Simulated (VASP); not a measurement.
# Hf (Im-3m) in VASP: notebook, part 2 of 2

VASP 6.6.1. Earlier steps stand in the parts before.

**4. Relaxation of cell and atoms, PBEsol, target pressure 30 GPa, at which the enthalpy is minimised**

This run uses another cell than the first one, of 23.52 Å³/atom, 0.943 times its volume.

Contents of INCAR:

```
SYSTEM = Hf
PREC     = Accurate       ! precision mode
ENCUT    = 600            ! plane-wave cutoff, eV
EDIFF    = 1E-6           ! SCF threshold, eV
ISMEAR   = -1             ! smearing method
SIGMA    = 0.05           ! smearing width, eV
LREAL    = .False.        ! projectors in reciprocal space
LASPH    = .True.         ! aspherical terms in the spheres
NELM     = 60             ! most SCF steps
ALGO     = Fast           ! electronic algorithm
ISIF     = 3              ! what is computed and relaxed
LWAVE    = .False.        ! write WAVECAR
LCHARG   = .False.        ! write CHGCAR
GGA      = PS             ! functional
IBRION   = 2              ! ionic algorithm
NSW      = 60             ! ionic steps
EDIFFG   = -0.01          ! ionic threshold
PSTRESS  = 300.0
```

Contents of KPOINTS:

```
regular mesh
0
Gamma
  10 10 10
  0 0 0
```

Contents of POSCAR:

```
Hf
1.0
   -1.8050000000      1.8050000000      1.8050000000
    1.8050000000     -1.8050000000      1.8050000000
    1.8050000000      1.8050000000     -1.8050000000
Hf
1
Direct
    0.0000000000      0.0000000000      0.0000000000
```

Potentials or basis: VASP PAW PBE potentials, release 64 (Hf_pv).

Run with:

```
cat potpaw_PBE.64/Hf_pv/POTCAR > POTCAR
mpirun -np 1 vasp_std > vasp.out
```

OUTCAR:

```text
SYSTEM = Hf
   PREC = Accurate
   ENCUT = 600
   EDIFF = 1E-6
   ISMEAR = -1
   LREAL = .False.
   LASPH = .True.
   NELM = 60
   ISIF = 3
   GGA = PS
   IBRION = 2
   NSW = 60
   EDIFFG = -0.01
   PSTRESS = 300.0

 ion  position               nearest neighbor table
   1  0.000  0.000  0.000-

  LATTYP: Found a body centered cubic cell.
 ALAT       =     3.6100000000

  Lattice vectors:

 A1 = (  -1.8050000000,   1.8050000000,   1.8050000000)
 A2 = (   1.8050000000,  -1.8050000000,   1.8050000000)
 A3 = (   1.8050000000,   1.8050000000,  -1.8050000000)

Analysis of symmetry for initial positions (statically):
=====================================================================
 Subroutine PRICEL returns:
 Original cell was already a primitive cell.

 Routine SETGRP: Setting up the symmetry group for a
 body centered cubic supercell.

 Subroutine GETGRP returns: Found 48 space group operations
[... 9 lines left out ...]

 Routine SETGRP: Setting up the symmetry group for a
 body centered cubic supercell.

 Subroutine GETGRP returns: Found 48 space group operations
[... 11 lines left out ...]
                                     Primitive cell

  volume of cell :      23.5229

  direct lattice vectors                    reciprocal lattice vectors
    -1.805000000  1.805000000  1.805000000     0.000000000  0.277008310  0.277008310
     1.805000000 -1.805000000  1.805000000     0.277008310  0.000000000  0.277008310
     1.805000000  1.805000000 -1.805000000     0.277008310  0.277008310  0.000000000

  length of vectors
     3.126351708  3.126351708  3.126351708     0.391748909  0.391748909  0.391748909

  position of ions in fractional coordinates (direct lattice)
     0.000000000  0.000000000  0.000000000

  ion indices of the primitive-cell ions
   primitive index   ion index
                 1           1

----------------------------------------------------------------------------------------

[... 93 lines left out ...]
   LORBIT       =      0    0 simple, 1 ext, 2 COOP (PROOUT), +10 PAW based schemes
   GGA     = PS    functional components
   LHFCALC =     F    Hartree Fock is set to
   AEXX    =    0.0000 exact exchange contribution
   IVDW    =     0    specifies the selected vdW correction
   LEPSILON=     F    determine dielectric tensor
   LRPA    =     F    only Hartree local field effects (RPA)
 conjugate gradient relaxation of ions
 non-spin polarized calculation
 RMM-DIIS sequential band-by-band and
  energy-cutoff  :      600.00
  volume of cell :       23.52
 maximum number of plane-waves:       802
 NGX is ok and might be reduce to    28
   NGX = 13   NGY = 13   NGZ = 13

--------------------------------------- Ionic step        1  -------------------------------------------

 number of electron      10.0000000 magnetization

 number of electron       9.9999999 magnetization

 Free energy of the ion-electron system (eV)
  ---------------------------------------------------
  ext. energy  EPLUGINS =         0.00000000
  ---------------------------------------------------
  free energy    TOTEN  =       -10.27227021 eV

  energy without entropy =      -10.25712687  energy(sigma->0) =      -10.26469854

------------------------ aborting loop because EDIFF is reached ----------------------------------------

  FORCE on cell =-STRESS in cart. coord.  units (eV):
  Direction    XX          YY          ZZ          XY          YZ          ZX
  --------------------------------------------------------------------------------------
  -------------------------------------------------------------------------------------
  Total       -1.3256833     -1.3256833     -1.3256833      0.0000000      0.0000000     -0.0000000
  in kB      -90.2939711    -90.2939711    -90.2939711      0.0000000      0.0000000     -0.0000000
  external PRESSURE =    -390.2939711 kB  Pullay stress =     300.0000000 kB
[... 24 lines left out ...]
--------------------------------------- Ionic step        2  -------------------------------------------

 number of electron      10.0000000 magnetization

 E-fermi :  12.7762     XC(G=0): -16.3587

 val. band max:       12.7072275326   @ k =  -0.2000   0.2000   0.1000
 cond. band min:      13.1138309225   @ k =  -0.4000  -0.4000   0.2000
 fundamental gap:      0.4066033899
 Fermi energy:        12.7762313556

 k-point     1 :       0.0000    0.0000    0.0000
  band No.  band energies     occupation
      1     -13.0421      2.00000
      2     -13.0421      2.00000
      3     -13.0421      2.00000
      4       6.3332      2.00000
      5      14.0372      0.00000
      6      14.0372      0.00000
      7      14.0372      0.00000
      8      20.4015      0.00000
      9      20.4015      0.00000
[... 386 lines left out ...]
--------------------------------------- Ionic step        5  -------------------------------------------

 number of electron      10.0000000 magnetization

 Free energy of the ion-electron system (eV)
  ---------------------------------------------------
  ext. energy  EPLUGINS =         0.00000000
  ---------------------------------------------------
  free energy    TOTEN  =       -10.02157984 eV

  energy without entropy =      -10.01045652  energy(sigma->0) =      -10.01601818

 E-fermi :   6.3300     XC(G=0): -12.6311

 val. band max:        6.3145733617   @ k =   0.3000   0.2000   0.2000
 cond. band min:       6.3305151775   @ k =   0.1000   0.1000   0.1000
 fundamental gap:      0.0159418158
 Fermi energy:         6.3299525828

 k-point     1 :       0.0000    0.0000    0.0000
  band No.  band energies     occupation
      1     -22.4527      2.00000
      2     -22.4527      2.00000
      3     -22.4527      2.00000
      4      -1.4801      2.00000
      5       7.9593      0.00000
      6       7.9593      0.00000
      7       7.9593      0.00000
      8      11.5690      0.00000
      9      11.5690      0.00000
[... 308 lines left out ...]
  energy  without entropy=      -10.0104565221  energy(sigma->0) =      -10.01601818

  enthalpy is  TOTEN    =        -6.7892018594 eV   P V=        3.2323779805

 reached required accuracy - stopping structural energy minimisation
```

Wall time 30 s (1 thread of Intel Xeon 6975P-C (Granite Rapids), shared host); peak memory 0.18 GiB.

What came out:

```yaml
Free_energy: -10.0216 eV
Relaxed_volume: 17.26 Å³/atom
Relaxed_cell: a = 2.820 Å, b = 2.820 Å, c = 2.820 Å, α = 109.47°, β = 109.47°, γ = 109.47°
Space_group_after_relaxing_to_0.05_Å: Im-3m (No. 229)
Energy_change_on_relaxing_the_enthalpy_is_what_falls: +250.7 meV/atom
Ionic_steps: 5
Pressure_after_relaxing: 30.0 GPa
Band_gap_on_the_k_mesh: zero (band 5 reaches 7.96 eV, above the bottom of band 6 at 5.44 eV)
```

Step by step:
| step | energy change (eV) | largest force (eV/Å) | pressure (GPa) | volume (Å³) |
| --- | --- | --- | --- | --- |
| 1 | 0.0000 | 0.0000 | -9.03 | 23.52 |
| 2 | 8.3585 | 0.0000 | 463.74 | 8.91 |
| 3 | 0.0963 | 0.0000 | 19.66 | 18.27 |
| 4 | 0.1710 | 0.0000 | 24.95 | 17.73 |
| 5 | 0.2507 | 0.0000 | 29.97 | 17.26 |

Final structure:
```
CELL_PARAMETERS angstrom
-1.62811 1.62811 1.62811
1.62811 -1.62811 1.62811
1.62811 1.62811 -1.62811
ATOMIC_POSITIONS crystal
Hf 0.00000 0.00000 0.00000
```

Levels at points of the mesh, in eV from the Fermi level:
```tsv
k point	band 3	band 4	band 5	band 6	band 7	band 8
(0.00, 0.00, 0.00)	-28.78	-7.81	1.63	1.63	1.63	5.24
(0.50, 0.00, 0.00)	-28.81	-4.32	-1.12	2.47	5.28	6.56
(0.50, 0.50, 0.50)	-30.05	-3.93	-3.93	8.92	9.67	9.67
```

Caveat: the cell is relaxed towards a set pressure, so the enthalpy falls and the energy may rise; the volume moved by over 15 % at a fixed basis, so the end points are rough; the PAW data sets were made with another functional, which shifts forces and pressure a little; spin-orbit coupling is left out, which moves the levels of the heavy elements.

**5. Overview**

| task | level | potentials or basis | cell | cutoff (eV) | gap on the mesh (eV) | pressure (GPa) |
| --- | --- | --- | --- | --- | --- | --- |
| single point | LDA | VASP PAW LDA potentials, release 64 (Hf_pv) | a = 3.188 Å, angles 109.5°, 1 atom | 520 | none | -16.2 |
| relaxation of cell and atoms | PBEsol | VASP PAW PBE potentials, release 64 (Hf_pv) | relaxed to 20 GPa from a = 3.126 Å, angles 109.5°, 1 atom | 600 | none | 20.1 |
| relaxation of cell and atoms | PBEsol | VASP PAW PBE potentials, release 64 (Hf_pv) | relaxed to 30 GPa from a = 3.126 Å, angles 109.5°, 1 atom | 600 | none | 30.0 |

Alike in all rows: no spin polarisation; k mesh 10 × 10 × 10; smearing fermi-dirac 0.05 eV.

Caveats: spin-orbit coupling is left out, which moves the levels of the heavy elements; the cell is relaxed towards a set pressure, so the enthalpy falls and the energy may rise (some runs); the volume moved by over 15 % at a fixed basis, so the end points are rough (some runs); the PAW data sets were made with another functional, which shifts forces and pressure a little (some runs).

Total energies depend on the potentials used, so only differences within one code and one set of settings carry meaning.
